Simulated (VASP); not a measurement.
The system is FePt (Tetraferroplatinum).

```
Pt Fe
1.0
     2.70522    0.00000    0.00000
     0.00000    2.70522    0.00000
     0.00000    0.00000    3.69503
Pt Fe
1 1
Direct
  0.50000 0.50000 0.50000
  0.00000 0.00000 0.00000
```

Base run:

```yaml
Program: VASP 6.6.1
Functional: PBEsol
Potentials_or_basis: VASP PAW PBE potentials, release 64 (Pt, Fe)
Cutoff: 520 eV
k_mesh: 10 × 10 × 7
Occupations: fermi-dirac, width 0.05 eV
Spin: collinear spin, ferromagnetic start
Starting_moments: "[0.0, 3.0] μB"
```

Its results: pressure -2.0 GPa; net moment 3.24 μB per cell; site moments Pt +0.33; Fe +2.87 μB.

Question: The run is repeated on the same cell with these changes: functional from PBEsol to LDA; potentials or basis from VASP PAW PBE potentials, release 64 (Pt, Fe) to VASP PAW LDA potentials, release 64 (Pt, Fe). What comes out?

Answer: Pressure -8.5 GPa; net moment 3.18 μB per cell; site moments Pt +0.35; Fe +2.77 μB.

Caveats: the PAW data sets were made with another functional, which shifts forces and pressure a little (some runs).
